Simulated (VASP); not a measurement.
# Al (Fd-3m) in VASP: notebook

The runs below take Al through single point, with LDA.

Program: VASP 6.6.1. These are calculated values, not measurements. Logs are shortened: lines on timing, memory, paths and dates and some standing lists are left out, and cuts for length are marked.

## (1) The cell of the first run

Symmetry: Fd-3m, No. 227, cubic system. Conventional cell: a = 5.408 Å, b = 5.408 Å, c = 5.408 Å, α = 90.00°, β = 90.00°, γ = 90.00°. Within 3.1 Å of Al (site symmetry -43m) lie 4 Al at 2.34 Å.

## (2) Single point, LDA (volume scaled by 0.75)

The input, INCAR:

```
  PREC = Accurate
  ENCUT = 520
  EDIFF = 1E-7
  ISMEAR = -1
  SIGMA = 0.08
  LREAL = False
  LASPH = True
  NELM = 100
  ALGO = Normal
  ISIF = 2
  LWAVE = False
  LCHARG = True
  GGA = CA
  LELF = True
  LVHAR = True
  NBANDS = 10
```

The input, KPOINTS:

```
Automatic mesh
0
Gamma
  12 12 12
```

The input, POSCAR:

```
Al
1.0
    0.0000000000      2.7041104874      2.7041104874
    2.7041104874      0.0000000000      2.7041104874
    2.7041104874      2.7041104874      0.0000000000
Al
2
Direct
   -0.1250000000     -0.1250000000     -0.1250000000
    0.1250000000      0.1250000000      0.1250000000
```

Potentials or basis: VASP PAW LDA potentials, release 64 (Al).

On the command line:

```
$ cat potpaw_LDA.64/Al/POTCAR > POTCAR
$ mpirun -np 1 vasp_std > vasp.out
```

OUTCAR:

```text
PREC = Accurate
   ENCUT = 520
   EDIFF = 1E-7
   ISMEAR = -1
   LREAL = False
   LASPH = True
   NELM = 100
   ISIF = 2
   GGA = CA

 ion  position               nearest neighbor table
   1  0.875  0.875  0.875-   2 2.34   2 2.34   2 2.34   2 2.34
   2  0.125  0.125  0.125-   1 2.34   1 2.34   1 2.34   1 2.34

  LATTYP: Found a face centered cubic cell.
 ALAT       =     5.4082209748

  Lattice vectors:

 A1 = (   0.0000000000,   2.7041104874,   2.7041104874)
 A2 = (   2.7041104874,   0.0000000000,   2.7041104874)
 A3 = (   2.7041104874,   2.7041104874,   0.0000000000)

Analysis of symmetry for initial positions (statically):
=====================================================================
 Subroutine PRICEL returns:
 Original cell was already a primitive cell.

 Routine SETGRP: Setting up the symmetry group for a
 face centered cubic supercell.

 Subroutine GETGRP returns: Found 48 space group operations
 (whereof 12 operations were pure point group operations)
 out of a pool of 48 trial point group operations.

The static configuration has the point symmetry D_3d.
 The point group associated with its full space group is O_h .

Analysis of symmetry for dynamics (positions and initial velocities):
=====================================================================
 Subroutine PRICEL returns:
 Original cell was already a primitive cell.

 Routine SETGRP: Setting up the symmetry group for a
 face centered cubic supercell.

 Subroutine GETGRP returns: Found 48 space group operations
 (whereof 12 operations were pure point group operations)
 out of a pool of 48 trial point group operations.

The dynamic configuration has the point symmetry D_3d.
 The point group associated with its full space group is O_h .

 Subroutine INISYM returns: Found 48 space group operations
 (whereof 12 operations are pure point group operations),
 and found     1 'primitive' translations

----------------------------------------------------------------------------------------

                                     Primitive cell

  volume of cell :      39.5461

  direct lattice vectors                    reciprocal lattice vectors
     0.000000000  2.704110487  2.704110487    -0.184903687  0.184903687  0.184903687
     2.704110487  0.000000000  2.704110487     0.184903687 -0.184903687  0.184903687
     2.704110487  2.704110487  0.000000000     0.184903687  0.184903687 -0.184903687

  length of vectors
     3.824189725  3.824189725  3.824189725     0.320262581  0.320262581  0.320262581

  position of ions in fractional coordinates (direct lattice)
     0.875000000  0.875000000  0.875000000
     0.125000000  0.125000000  0.125000000

  ion indices of the primitive-cell ions
   primitive index   ion index
                 1           1
                 2           2

----------------------------------------------------------------------------------------

 KPOINTS: Automatic mesh

Automatic generation of k-mesh.
 Grid dimensions read from file:
 generate k-points for:   12   12   12

 Generating k-lattice:

  Cartesian coordinates                     Fractional coordinates (reciprocal lattice)
    -0.015408641  0.015408641  0.015408641     0.083333333  0.000000000  0.000000000
     0.015408641 -0.015408641  0.015408641     0.000000000  0.083333333  0.000000000
     0.015408641  0.015408641 -0.015408641     0.000000000  0.000000000  0.083333333

  Length of vectors
     0.026688548  0.026688548  0.026688548

  Shift w.r.t. Gamma in fractional coordinates (k-lattice)
     0.000000000  0.000000000  0.000000000

 Subroutine IBZKPT returns following result:
 ===========================================

 Found     72 irreducible k-points:

 Following reciprocal coordinates:
            Coordinates               Weight
  0.000000  0.000000  0.000000      1.000000
  0.083333  0.000000  0.000000      8.000000
  0.166667  0.000000  0.000000      8.000000
  0.250000  0.000000  0.000000      8.000000
  0.333333  0.000000  0.000000      8.000000
  0.416667  0.000000  0.000000      8.000000
[... 16 lines left out ...]
  0.500000  0.166667  0.000000     24.000000
 -0.416667  0.166667  0.000000     24.000000
 [... further k-points ...]
   k-points           NKPTS =     72   k-points in BZ     NKDIM =     72   number of bands    NBANDS=     10
   number of dos      NEDOS =    301   number of ions     NIONS =      2
   total plane-waves  NPLWV =  21952
   dimension x,y,z NGX =    28 NGY =   28 NGZ =   28
   dimension x,y,z NGXF=    56 NGYF=   56 NGZF=   56
   ions per type =               2
   NGX,Y,Z   is equivalent  to a cutoff of  12.17, 12.17, 12.17 a.u.
   NGXF,Y,Z  is equivalent  to a cutoff of  24.34, 24.34, 24.34 a.u.
 SYSTEM =  unknown system
   PREC   = accura    normal or accurate (medium, high low for compatibility)
   ISTART =      0    job   : 0-new  1-cont  2-samecut
   ICHARG =      2    charge: 1-file 2-atom 10-const
   ISPIN  =      1    spin polarized calculation?
   LNONCOLLINEAR =      F non collinear calculations
   LSORBIT =      F    spin-orbit coupling
   LASPH  =      T    aspherical Exc in radial PAW
   ENCUT  =  520.0 eV  38.22 Ry    6.18 a.u.   7.11  7.11  7.11*2*pi/ulx,y,z
   NELM   =    100;   NELMIN=  2; NELMDL= -5     # of ELM steps
   EDIFF  = 0.1E-06   stopping-criterion for ELM
   LREAL  =      F    real-space projection
   EDIFFG = 0.1E-05   stopping-criterion for IOM
   NSW    =      0    number of steps for IOM
   IBRION =     -1    ionic relax: 0-MD 1-quasi-New 2-CG
   NFREE  =      0    steps in history (QN), initial steepest desc. (CG)
   ISIF   =      2    stress and relaxation
   ISYM   =      2    0-nonsym 1-usesym 2-fastsym
   POTIM  = 0.5000    time-step for ionic-motion
   TEBEG  =    0.0;   TEEND  =   0.0 temperature during run
   PSTRESS=    0.0 pullay stress
   NELECT =       6.0000    total number of electrons
   NUPDOWN=      -1.0000    fix difference up-down
   EMIN   =  10.00;   EMAX   =-10.00  energy-range for DOS
   EFERMI =   0.00;   METHOD = LEGACY
   ISMEAR =    -1;   SIGMA  =   0.08  broadening in eV -4-tet -1-fermi 0-gaus
   EFERMI_NEDOS =   21; number of points for ismear=-14 and -15
   IALGO  =     38    algorithm
   IMIX   =      4    mixing-type and parameters
     AMIX     =   0.40;   BMIX     =  1.00
     AMIX_MAG =   1.60;   BMIX_MAG =  1.00
  volume/ion in A,a.u.               =      19.77       133.44
  Fermi-wavevector in a.u.,A,eV,Ry     =   0.873154  1.650022 10.373052  0.762398
  Thomas-Fermi vector in A             =   1.992504
   LORBIT       =      0    0 simple, 1 ext, 2 COOP (PROOUT), +10 PAW based schemes
   GGA     = CA    functional components
   LHFCALC =     F    Hartree Fock is set to
   AEXX    =    0.0000 exact exchange contribution
   IVDW    =     0    specifies the selected vdW correction
   LEPSILON=     F    determine dielectric tensor
   LRPA    =     F    only Hartree local field effects (RPA)
 non-spin polarized calculation
  energy-cutoff  :      520.00
  volume of cell :       39.55
 maximum number of plane-waves:      1090
   NGX = 15   NGY = 15   NGZ = 15

 number of electron       6.0000000 magnetization

 Free energy of the ion-electron system (eV)
  ---------------------------------------------------
  ext. energy  EPLUGINS =         0.00000000
  ---------------------------------------------------
  free energy    TOTEN  =        -6.09861946 eV

  energy without entropy =       -6.07011984  energy(sigma->0) =       -6.08436965

 E-fermi :   5.1129     XC(G=0):  -9.4449

 val. band max:        5.1005813686   @ k =  -0.4167   0.1667   0.0833
 cond. band min:       5.1485558251   @ k =   0.4167   0.1667   0.0833
 fundamental gap:      0.0479744565
 Fermi energy:         5.1129401749

 k-point     1 :       0.0000    0.0000    0.0000
  band No.  band energies     occupation
      1      -4.3387      2.00000
      2       7.8756      0.00000
      3       7.8756      0.00000
      4       7.8756      0.00000
      5       9.7061      0.00000
      6       9.7061      0.00000
      7       9.7061      0.00000
      8      13.7750      0.00000
      9      13.7750      0.00000
     10      13.7778      0.00000

 k-point     2 :       0.0833    0.0000    0.0000
  band No.  band energies     occupation
      1      -4.2391      2.00000
      2       6.9761      0.00000
      3       7.6867      0.00000
      4       7.6867      0.00000
      5       9.9795      0.00000
      6       9.9795      0.00000
      7      10.0218      0.00000
      8      13.4332      0.00000
      9      13.4332      0.00000
     10      14.0923      0.00000

 k-point     3 :       0.1667    0.0000    0.0000
  band No.  band energies     occupation
      1      -3.9420      2.00000
      2       5.3945      0.05752
      3       7.3363      0.00000
      4       7.3363      0.00000
      5      10.1432      0.00000
      6      10.4465      0.00000
      7      10.4465      0.00000
      8      13.0041      0.00000
      9      13.0041      0.00000
     10      14.6427      0.00000

 k-point     4 :       0.2500    0.0000    0.0000
  band No.  band energies     occupation
      1      -3.4538      2.00000
      2       3.7627      2.00000
      3       7.0242      0.00000
      4       7.0242      0.00000
      5      10.0336      0.00000
      6      10.5091      0.00000
      7      10.5091      0.00000
      8      13.2974      0.00000
      9      13.2974      0.00000
     10      14.4659      0.00000
[... 222 lines left out ...]
 k-point    22 :       0.4167    0.1667    0.0000
  band No.  band energies     occupation
      1      -2.1922      2.00000
      2       2.0349      2.00000
      3       5.2681      0.25151
      4       5.7398      0.00079
      5       8.6580      0.00000
      6      11.3681      0.00000
      7      11.7500      0.00000
      8      12.5500      0.00000
      9      15.9494      0.00000
     10      16.6331      0.00000

 k-point    23 :       0.5000    0.1667    0.0000
  band No.  band energies     occupation
      1      -1.4285      2.00000
      2       0.8779      2.00000
      3       4.8605      1.91822
      4       5.8341      0.00024
      5       8.6942      0.00000
      6      11.3355      0.00000
      7      11.6543      0.00000
      8      13.6205      0.00000
      9      15.6446      0.00000
     10      16.8891      0.00000

 k-point    24 :      -0.4167    0.1667    0.0000
  band No.  band energies     occupation
      1      -1.2449      2.00000
      2       0.6410      2.00000
      3       4.5762      1.99756
      4       6.0745      0.00001
      5       8.9328      0.00000
      6      11.0550      0.00000
      7      11.6330      0.00000
      8      15.1187      0.00000
      9      15.3007      0.00000
     10      15.3712      0.00000

 [... further k-points ...]

------------------------ aborting loop because EDIFF is reached ----------------------------------------

  FORCE on cell =-STRESS in cart. coord.  units (eV):
  Direction    XX          YY          ZZ          XY          YZ          ZX
  --------------------------------------------------------------------------------------
  -------------------------------------------------------------------------------------
  Total        5.2012669      5.2012669      5.2012669     -0.0000000     -0.0000000     -0.0000000
  in kB      210.7251785    210.7251785    210.7251785     -0.0000000     -0.0000000     -0.0000000
  external PRESSURE =     210.7251785 kB  Pullay stress =       0.0000000 kB

 VOLUME and BASIS-vectors are now :
 -----------------------------------------------------------------------------
  energy-cutoff  :      520.00
  volume of cell :       39.55
      direct lattice vectors                 reciprocal lattice vectors
     0.000000000  2.704110487  2.704110487    -0.184903687  0.184903687  0.184903687
     2.704110487  0.000000000  2.704110487     0.184903687 -0.184903687  0.184903687
     2.704110487  2.704110487  0.000000000     0.184903687  0.184903687 -0.184903687

 POSITION                                       TOTAL-FORCE (eV/Angst)
 -----------------------------------------------------------------------------------
      4.73219      4.73219      4.73219        -0.000000      0.000000     -0.000000
      0.67603      0.67603      0.67603         0.000000     -0.000000      0.000000
 -----------------------------------------------------------------------------------
    total drift:                               -0.000000     -0.000000     -0.000000

  FREE ENERGIE OF THE ION-ELECTRON SYSTEM (eV)
  ---------------------------------------------------
  free  energy   TOTEN  =        -6.0986194559 eV

  energy  without entropy=       -6.0701198353  energy(sigma->0) =       -6.08436965
```

Wall time 16 s (1 thread of Intel Xeon Platinum 8259CL at 2.50GHz (Skylake/Cascade Lake), shared host); peak memory 0.14 GiB.

What came out:

| Item | Value |
| --- | --- |
| Free energy | -6.0986 eV |
| Pressure | 21.1 GPa |
| Band gap on the k mesh | zero (band 3 reaches 7.88 eV, above the bottom of band 4 at 2.99 eV) |

## (3) Single point, LDA (volume scaled by 0.85)

The input, INCAR:

```
SYSTEM = Al
  PREC = Accurate
  ENCUT = 520
  EDIFF = 1E-6
  ISMEAR = -1
  SIGMA = 0.08
  LREAL = .False.
  LASPH = .True.
  NELM = 100
  ALGO = Normal
  ISIF = 2
  LWAVE = .False.
  LCHARG = .False.
  GGA = CA
  NBANDS = 10
```

The input, KPOINTS:

```
regular mesh
0
Gamma
  12 12 12
  0 0 0
```

The input, POSCAR:

```
Al
1.0
    0.0000000000      2.8193153329      2.8193153329
    2.8193153329      0.0000000000      2.8193153329
    2.8193153329      2.8193153329      0.0000000000
Al
2
Direct
   -0.1250000000     -0.1250000000     -0.1250000000
    0.1250000000      0.1250000000      0.1250000000
```

Potentials or basis: VASP PAW LDA potentials, release 64 (Al).

On the command line:

```
$ cat potpaw_LDA.64/Al/POTCAR > POTCAR
$ mpirun -np 1 vasp_std > vasp.out
```

Run time: 19 s. Hardware: 1 thread of Intel Xeon Platinum 8259CL at 2.50GHz (Skylake/Cascade Lake), shared host; peak memory 0.15 GiB.

The run converged. Its results:

```yaml
Free_energy: -6.5829 eV
Pressure: 9.4 GPa
Band_gap_on_the_k_mesh: zero (band 3 reaches 6.58 eV, above the bottom of band 4 at 2.27 eV)
```

Levels at points of the mesh, in eV from the Fermi level:
```
           k point  band 1  band 2  band 3  band 4  band 5  band 6
(0.00, 0.00, 0.00)   -8.79    2.51    2.51    2.51    4.35    4.35
(0.50, 0.00, 0.00)   -6.30   -4.42    1.35    1.35    4.08    4.61
(0.50, 0.50, 0.00)   -4.64   -4.64   -0.46   -0.46    2.05    2.05
```

## (4) Single point, LDA (volume scaled by 0.85)

The input, INCAR:

```
PREC     = Accurate       # precision mode
ENCUT    = 520            # plane-wave cutoff, eV
EDIFF    = 1E-6           # SCF threshold, eV
ISMEAR   = -1             # smearing method
SIGMA    = 0.08           # smearing width, eV
LREAL    = False          # projectors in reciprocal space
LASPH    = True           # aspherical terms in the spheres
NELM     = 100            # most SCF steps
ALGO     = Normal         # electronic algorithm
ISIF     = 2              # what is computed and relaxed
LWAVE    = False          # write WAVECAR
LCHARG   = True           # write CHGCAR
LELF     = True           # ELF
LVHAR    = True         
NBANDS   = 10             # bands
```

The input, KPOINTS:

```
regular mesh
0
Gamma
  12 12 12
```

POSCAR is that of step 3.

On the command line:

```
$ cat potpaw_LDA.64/Al/POTCAR > POTCAR
$ mpirun -np 1 vasp_std > vasp.out
```

Wall time 20 s (1 thread of Intel Xeon Platinum 8259CL at 2.50GHz (Skylake/Cascade Lake), shared host); peak memory 0.15 GiB.

Results (log left out):

```yaml
Free_energy: -6.5829 eV
Pressure: 9.4 GPa
Band_gap_on_the_k_mesh: zero (band 3 reaches 6.58 eV, above the bottom of band 4 at 2.27 eV)
```

Levels at points of the mesh, in eV from the Fermi level:
```
           k point  band 1  band 2  band 3  band 4  band 5  band 6  band 7
(0.00, 0.00, 0.00)   -8.79    2.51    2.51    2.51    4.35    4.35    4.35
(0.50, 0.00, 0.00)   -6.30   -4.42    1.35    1.35    4.08    4.61    4.61
(0.50, 0.50, 0.00)   -4.64   -4.64   -0.46   -0.46    2.05    2.05   11.70
```

## (5) Single point, LDA (volume scaled by 0.95)

The input, INCAR:

```
ALGO = Normal
EDIFF = 1E-6
ENCUT = 520
GGA = CA
ISIF = 2
ISMEAR = -1
LASPH = T
LCHARG = T
LELF = T
LREAL = F
LVHAR = T
LWAVE = F
NBANDS = 10
NELM = 80
PREC = Accurate
SIGMA = 0.08
```

The input, KPOINTS:

```
k-points
0
Gamma
  12 12 12
```

The input, POSCAR:

```
Al
1.0
    0.0000000000      2.9258038909      2.9258038909
    2.9258038909      0.0000000000      2.9258038909
    2.9258038909      2.9258038909      0.0000000000
Al
2
Direct
   -0.1250000000     -0.1250000000     -0.1250000000
    0.1250000000      0.1250000000      0.1250000000
```

On the command line:

```
$ cat potpaw_LDA.64/Al/POTCAR > POTCAR
$ mpirun -np 1 vasp_std > vasp.out
```

Run time: 13 s. Hardware: 1 thread of Intel Xeon Platinum 8259CL at 2.50GHz (Skylake/Cascade Lake), shared host; peak memory 0.16 GiB.

The run converged. Its results:

- Free energy: -6.7670 eV
- Pressure: 2.4 GPa
- Band gap on the k mesh: zero (band 3 reaches 5.54 eV, above the bottom of band 4 at 1.70 eV)

Levels at points of the mesh, in eV from the Fermi level:
| k point | band 1 | band 2 | band 3 | band 4 | band 5 | band 6 |
| --- | --- | --- | --- | --- | --- | --- |
| (0.00, 0.00, 0.00) | -8.26 | 2.29 | 2.29 | 2.29 | 4.14 | 4.14 |
| (0.50, 0.00, 0.00) | -6.04 | -4.08 | 1.21 | 1.21 | 3.58 | 4.51 |
| (0.50, 0.50, 0.00) | -4.47 | -4.47 | -0.41 | -0.41 | 2.08 | 2.08 |

## (6) The runs side by side

```tsv
cell	gap on the mesh (eV)	pressure (GPa)
a = 3.824 Å, angles 60.0°, 2 atoms	none	21.1
a = 3.987 Å, angles 60.0°, 2 atoms	none	9.4
a = 4.138 Å, angles 60.0°, 2 atoms	none	2.4
```

Alike in all rows: task single point; level LDA; potentials or basis VASP PAW LDA potentials, release 64 (Al); no spin polarisation; k mesh 12 × 12 × 12; cutoff (eV) 520; smearing fermi-dirac 0.08 eV.

Total energies depend on the potentials used, so only differences within one code and one set of settings carry meaning.
